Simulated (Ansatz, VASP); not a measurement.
# HfC: VASP beside Ansatz

Contents of INCAR:

```
  PREC = Accurate
  ENCUT = 600
  EDIFF = 1E-6
  ISMEAR = 1
  SIGMA = 0.2
  LREAL = False
  LASPH = True
  NELM = 120
  ALGO = Normal
  ISIF = 2
  LWAVE = False
  LCHARG = False
  GGA = PE
  NBANDS = 14
  GGA_COMPAT = False
```

File KPOINTS:

```
Automatic mesh
0
Gamma
  12 12 12
```

POSCAR

```
HfC
1.0
    0.0000000000      2.3250000000      2.3250000000
    2.3250000000      0.0000000000      2.3250000000
    2.3250000000      2.3250000000      0.0000000000
Hf C
1 1
Direct
    0.5000000000      0.5000000000      0.5000000000
    0.0000000000      0.0000000000      0.0000000000
```

Input for Ansatz:

```yaml
crystal:
  lattice:
    bravais: fcc
    a: 4.65
  space_group: 225
  atoms:
    - { symbol: Hf, position: [0.5, 0.0, 0.0] }
    - { symbol: C, position: [0.0, 0.0, 0.0] }
  reduce_to_primitive: true
kpoints:
  mp_grid:
    grid: [12, 12, 12]
hamiltonian:
  xc: pbe
scf:
  occupations:
    method: cold
    width: 0.2
output:
  forces: true
  stress: true
```

Alike in both runs: task single point; functional PBE; k mesh 12 × 12 × 12; no spin polarisation.

|  | VASP | Ansatz |
| --- | --- | --- |
| version | VASP 6.6.1 | Ansatz 0.2.0 |
| potentials or method | VASP PAW PBE potentials, release 64 (Hf_pv, C) | plane waves, PAW |
| plane-wave cutoff (eV) | 600 | 420 |
| occupations | methfessel-paxton of order 1, width 0.2 eV | cold, width 0.2 eV |
| valence electrons in the cell | 14 | 30 |

Ansatz gave:

- pressure (GPa): 0.2

Task: Estimate VASP's values.

Result: Pressure (GPa): -0.5.

VASP's potentials hold 14 valence electrons a cell and Ansatz's 30, so a difference there can come from the potentials and not from the codes.

Neither program's run includes spin-orbit coupling.
